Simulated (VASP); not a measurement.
# HfB2: relaxation of cell and atoms with PBE

HfB2:

```
Hf B
1.0
     3.14000    0.00000    0.00000
    -1.57000    2.71932    0.00000
     0.00000    0.00000    3.48000
Hf B
1 2
Direct
  0.00000 0.00000 0.00000
  0.33333 0.66667 0.50000
  0.66667 0.33333 0.50000
```

* Program: VASP 6.6.1
* Task: relaxation of cell and atoms
* Functional: PBE
* Potentials or basis: VASP PAW PBE potentials, release 64 (Hf_pv, B)
* Cutoff: 600 eV
* k mesh: 11 × 11 × 9
* Occupations: fermi-dirac, width 0.05 eV
* Spin: no spin polarisation
* Target pressure: 40 GPa
* Dipole correction: no
* Further INCAR settings: ALGO = Normal; EDIFF = 1e-06; IBRION = 2; EDIFFG = -0.02; NSW = 80; ISIF = 3

| Quantity | Value |
| --- | --- |
| Relaxed volume | 8.78 Å³/atom |
| Relaxed cell | a = 3.023 Å, b = 3.023 Å, c = 3.327 Å, α = 90.00°, β = 90.00°, γ = 120.00° |
| Space group after relaxing (to 0.05 Å) | P6/mmm (No. 191) |
| Energy change on relaxing (the enthalpy is what falls) | +131.5 meV/atom |
| Ionic steps | 6 |
| Pressure after relaxing | 40.2 GPa |
| Band gap on the k mesh | zero (band 8 reaches 9.48 eV, above the bottom of band 9 at 8.06 eV) |

Stress tensor (GPa, compression positive):
```
40.07  0.00  0.00
 0.00 40.07  0.00
 0.00  0.00 40.32
```

Step by step:
```tsv
step	energy change (eV)	largest force (eV/Å)	pressure (GPa)	volume (Å³)
1	0.0000	0.0000	0.94	29.71
2	4.2189	0.0000	196.71	20.49
3	0.3264	0.0000	35.92	26.63
4	0.3773	0.0000	39.13	26.41
5	0.3930	0.0000	40.09	26.34
6	0.3946	0.0000	40.16	26.33
```

Final structure:
```
Hf B
1.0
     3.02314    0.00000    0.00000
    -1.51157    2.61811    0.00000
     0.00000    0.00000    3.32708
Hf B
1 2
Cartesian
  -1.5116 2.6181 3.3271
  0.0000 1.7454 1.6635
  1.5116 0.8727 1.6635
```

Levels at points of the mesh, in eV from the Fermi level:
```
           k point  band 6  band 7  band 8  band 9  band 10  band 11
(0.00, 0.00, 0.00)   -3.19   -3.19   -2.61    4.69     4.69     5.44
```

Wall time 100 s on 1 thread of Intel Xeon 6455B, with other jobs on the host, peak memory 0.2 GiB.

Caveat: the cell is relaxed towards a set pressure, so the enthalpy falls and the energy may rise; spin-orbit coupling is left out, which moves the levels of the heavy elements.
